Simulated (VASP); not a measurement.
# InSe (P-3m1) in VASP: single point with PBE+D3(BJ)

Aim: the single point of InSe with PBE+D3(BJ).

Program: VASP 6.6.1. These are calculated values, not measurements. Logs are shortened: lines on timing, memory, paths and dates and some standing lists are left out, and cuts for length are marked.

### 1 The cell of the first run

The structure is trigonal, space group P-3m1 (No. 164). The conventional cell has a = 4.032 Å, b = 4.032 Å, c = 16.612 Å, α = 90.00°, β = 90.00°, γ = 120.00°. In (site symmetry 3m) has 3 Se at 2.66 Å and 1 In at 2.79 Å within 3.5 Å. Within 3.5 Å of In (site symmetry 3m) lie 3 Se at 2.66 Å and 1 In at 2.79 Å. Within 3.5 Å of Se (site symmetry 3m) lie 3 In at 2.66 Å. Se (site symmetry 3m) has 3 In at 2.66 Å within 3.5 Å.

### 2 Single point, PBE+D3(BJ) (the distance across one plane changed)

INCAR reads:

```
SYSTEM = InSe
PREC = Accurate
ENCUT = 520
EDIFF = 1E-7
ISMEAR = 0
SIGMA = 0.03
LREAL = .FALSE.
LASPH = .TRUE.
NELM = 80
ALGO = Normal
ISIF = 2
LWAVE = .FALSE.
LCHARG = .FALSE.
GGA = PE
IVDW = 12
NBANDS = 48
```

KPOINTS reads:

```
Automatic mesh
0
G
  9 9 2
  0 0 0
```

POSCAR reads:

```
InSe
1.0
   -4.0317714842      0.0000000000      0.0000000000
   -2.0158857421     -3.4916165276      0.0000000000
    0.0000000000      0.0000000000     16.6123716544
In Se
4 4
Direct
    0.3333333333      0.3333333333      0.1681630205
    0.6666666667      0.6666666667      0.6726777281
    0.3333333333      0.3333333333      0.3363516870
    0.6666666667      0.6666666667      0.8408663946
    0.3333333333      0.3333333333      0.5951973249
    0.6666666667      0.6666666667      0.0906826174
    0.3333333333      0.3333333333      0.9183467978
    0.6666666667      0.6666666667      0.4138320902
```

Potentials or basis: VASP PAW PBE potentials, release 64 (In_d, Se).

Command:

```bash
$ cat potpaw_PBE.64/In_d/POTCAR potpaw_PBE.64/Se/POTCAR > POTCAR
$ mpirun -np 1 vasp_std > vasp.out
```

OUTCAR:

```text
SYSTEM = InSe
   PREC = Accurate
   ENCUT = 520
   EDIFF = 1E-7
   ISMEAR = 0
   LREAL = .FALSE.
   LASPH = .TRUE.
   NELM = 80
   ISIF = 2
   GGA = PE
   IVDW = 12
 IVDW          = 12

 ion  position               nearest neighbor table
   1  0.333  0.333  0.168-   6 2.66   6 2.66   6 2.66   3 2.79
   2  0.667  0.667  0.673-   5 2.66   5 2.66   5 2.66   4 2.79
   3  0.333  0.333  0.336-   8 2.66   8 2.66   8 2.66   1 2.79
   4  0.667  0.667  0.841-   7 2.66   7 2.66   7 2.66   2 2.79
   5  0.333  0.333  0.595-   2 2.66   2 2.66   2 2.66
   6  0.667  0.667  0.091-   1 2.66   1 2.66   1 2.66
   7  0.333  0.333  0.918-   4 2.66   4 2.66   4 2.66
   8  0.667  0.667  0.414-   3 2.66   3 2.66   3 2.66

  LATTYP: Found a hexagonal cell.
 ALAT       =     4.0317714842
 C/A-ratio  =     4.1203653827

  Lattice vectors:

 A1 = (   2.0158857421,   3.4916165276,   0.0000000000)
 A2 = (  -4.0317714842,   0.0000000000,   0.0000000000)
 A3 = (   0.0000000000,   0.0000000000,  16.6123716544)

Analysis of symmetry for initial positions (statically):
=====================================================================
 Subroutine PRICEL returns:
 Original cell was already a primitive cell.

 Routine SETGRP: Setting up the symmetry group for a
 hexagonal supercell.

 Subroutine GETGRP returns: Found 12 space group operations
 (whereof  6 operations were pure point group operations)
 out of a pool of 24 trial point group operations.

The static configuration has the point symmetry C_3v.
 The point group associated with its full space group is D_3d.

Analysis of symmetry for dynamics (positions and initial velocities):
=====================================================================
 Subroutine PRICEL returns:
 Original cell was already a primitive cell.

 Routine SETGRP: Setting up the symmetry group for a
 hexagonal supercell.

 Subroutine GETGRP returns: Found 12 space group operations
 (whereof  6 operations were pure point group operations)
 out of a pool of 24 trial point group operations.

The dynamic configuration has the point symmetry C_3v.
 The point group associated with its full space group is D_3d.

 Subroutine INISYM returns: Found 12 space group operations
 (whereof  6 operations are pure point group operations),
 and found     1 'primitive' translations

[... 110 lines left out ...]
   NFREE  =      0    steps in history (QN), initial steepest desc. (CG)
   ISIF   =      2    stress and relaxation
   ISYM   =      2    0-nonsym 1-usesym 2-fastsym
   POTIM  = 0.5000    time-step for ionic-motion
   TEBEG  =    0.0;   TEEND  =   0.0 temperature during run
   PSTRESS=    0.0 pullay stress
   NELECT =      76.0000    total number of electrons
   NUPDOWN=      -1.0000    fix difference up-down
   EMIN   =  10.00;   EMAX   =-10.00  energy-range for DOS
   EFERMI =   0.00;   METHOD = LEGACY
   ISMEAR =     0;   SIGMA  =   0.03  broadening in eV -4-tet -1-fermi 0-gaus
   EFERMI_NEDOS =   21; number of points for ismear=-14 and -15
   IALGO  =     38    algorithm
   IMIX   =      4    mixing-type and parameters
     AMIX     =   0.40;   BMIX     =  1.00
     AMIX_MAG =   1.60;   BMIX_MAG =  1.00
  volume/ion in A,a.u.               =      29.23       197.27
  Fermi-wavevector in a.u.,A,eV,Ry     =   1.125541  2.126964 17.236440  1.266843
  Thomas-Fermi vector in A             =   2.262219
   LORBIT       =      0    0 simple, 1 ext, 2 COOP (PROOUT), +10 PAW based schemes
   GGA     = PE    functional components
   LHFCALC =     F    Hartree Fock is set to
   AEXX    =    0.0000 exact exchange contribution
   IVDW    =    12    specifies the selected vdW correction
   LEPSILON=     F    determine dielectric tensor
   LRPA    =     F    only Hartree local field effects (RPA)
 non-spin polarized calculation
 Gauss-broadening in eV      SIGMA  =   0.03
  energy-cutoff  :      520.00
  volume of cell :      233.86
 maximum number of plane-waves:      6344
 NGX is ok and might be reduce to    30
   NGX = 15   NGY = 15   NGZ = 61

 number of electron      76.0000001 magnetization

 Free energy of the ion-electron system (eV)
  ---------------------------------------------------
  ext. energy  EPLUGINS =         0.00000000
  ---------------------------------------------------
  free energy    TOTEN  =       -28.28840149 eV

  energy without entropy =      -28.28840149  energy(sigma->0) =      -28.28840149

 E-fermi :   4.2643     XC(G=0):  -8.9233

 val. band max:        4.1263611814   @ k =   0.0000   0.0000   0.0000
 cond. band min:       4.4417135514   @ k =   0.0000   0.0000   0.0000
 fundamental gap:      0.3153523699
 Fermi energy:         4.2643101050

 k-point     1 :       0.0000    0.0000    0.0000
  band No.  band energies     occupation
      1     -10.6868      2.00000
      2     -10.6858      2.00000
      3     -10.5017      2.00000
      4     -10.5017      2.00000
      5     -10.5011      2.00000
      6     -10.5011      2.00000
[... 1213 lines left out ...]
     47       9.6910      0.00000
     48       9.6910      0.00000

------------------------ aborting loop because EDIFF is reached ----------------------------------------

 Edisp (eV)   -2.39995

 E8    (eV) :    -1.0998

  FORCE on cell =-STRESS in cart. coord.  units (eV):
  Direction    XX          YY          ZZ          XY          YZ          ZX
  --------------------------------------------------------------------------------------
  -------------------------------------------------------------------------------------
  Total       0.15051     0.15051     0.34516    -0.00000     0.00000     0.00000
  in kB       1.03118     1.03118     2.36469    -0.00000     0.00000     0.00000
  external pressure =        1.48 kB  Pullay stress =        0.00 kB

 VOLUME and BASIS-vectors are now :
 -----------------------------------------------------------------------------
  energy-cutoff  :      520.00
  volume of cell :      233.86
      direct lattice vectors                 reciprocal lattice vectors
    -4.031771484  0.000000000  0.000000000    -0.248029930  0.143200147  0.000000000
    -2.015885742 -3.491616528  0.000000000     0.000000000 -0.286400294  0.000000000
     0.000000000  0.000000000 16.612371654     0.000000000  0.000000000  0.060196101

 POSITION                                       TOTAL-FORCE (eV/Angst)
 -----------------------------------------------------------------------------------
     -2.01589     -1.16387      2.79359        -0.000000     -0.000000      0.032827
     -4.03177     -2.32774     11.17477         0.000000     -0.000000      0.014419
     -2.01589     -1.16387      5.58760        -0.000000     -0.000000     -0.014419
     -4.03177     -2.32774     13.96879         0.000000      0.000000     -0.032827
     -2.01589     -1.16387      9.88764         0.000000      0.000000     -0.013066
     -4.03177     -2.32774      1.50645        -0.000000      0.000000      0.054007
     -2.01589     -1.16387     15.25592        -0.000000     -0.000000     -0.054007
     -4.03177     -2.32774      6.87473        -0.000000     -0.000000      0.013066
 -----------------------------------------------------------------------------------
    total drift:                               -0.000000     -0.000000      0.000105

  FREE ENERGIE OF THE ION-ELECTRON SYSTEM (eV)
  ---------------------------------------------------
  free  energy   TOTEN  =       -30.6883498418 eV

  energy  without entropy=      -30.6883498418  energy(sigma->0) =      -30.68834984
```

stdout:

```text
POSCAR found type information on POSCAR InSe
 POSCAR found :  2 types and       8 ions
 scaLAPACK will be used
 LDA part: xc-table for (Slater+PW92), standard interpolation
 POSCAR, INCAR and KPOINTS ok, starting setup
 FFT: planning ... GRIDC
 FFT: planning ... GRID_SOFT
 FFT: planning ... GRID
 WAVECAR not read
 entering main loop
```

It took 9.6 min on 1 thread of Intel Xeon 8259CL, shared host; peak memory 0.47 GiB.

Results:

| Property | Result |
| --- | --- |
| Free energy | -30.6883 eV |
| Pressure | 0.1 GPa |
| Largest force | 0.054 eV/Å |
| Band gap on the k mesh | 0.32 eV |
| Dispersion energy per atom | -0.300 eV |

Forces on the atoms (eV/Å):
```
In   0.000  0.000  0.033
In   0.000  0.000  0.014
In   0.000  0.000 -0.014
In   0.000  0.000 -0.033
Se   0.000  0.000 -0.013
Se   0.000  0.000  0.054
Se   0.000  0.000 -0.054
Se   0.000  0.000  0.013
```

Stress tensor (GPa, compression positive):
```
0.10 0.00 0.00
0.00 0.10 0.00
0.00 0.00 0.24
```

Caveat: the cell differs from its parent crystal (the distance across one plane changed); spin-orbit coupling is left out, which moves the levels of the heavy elements.
